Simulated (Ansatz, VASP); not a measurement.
# ZnAg in VASP and in Ansatz

```
Zn Ag
1.0
     3.19753    0.00000    0.00000
     0.00000    3.19753    0.00000
     0.00000    0.00000    3.19753
Zn Ag
1 1
Cartesian
  1.5988 1.5988 1.5988
  0.0000 0.0000 0.0000
```

Change from the starting cell: volume scaled by 1.04.

Alike in both runs: task single point; functional LDA; k mesh 12 × 12 × 12; occupations fermi-dirac, width 0.03 eV; no spin polarisation.

```csv
,VASP,Ansatz
version,VASP 6.6.1,Ansatz 0.2.0
potentials or method,"VASP PAW LDA potentials, release 64 (Zn, Ag), cutoff 520 eV","all-electron LAPW, scalar-relativistic"
```

Ansatz gave:

```
pressure (GPa) : -11.0
```

Q: What did VASP give for the same quantities?

A: Pressure (GPa): -10.6.

LDA's correlation is that of Perdew and Zunger in VASP and of Perdew and Wang (1992) in Ansatz. Ansatz ran all-electron here, and VASP with PAW potentials.
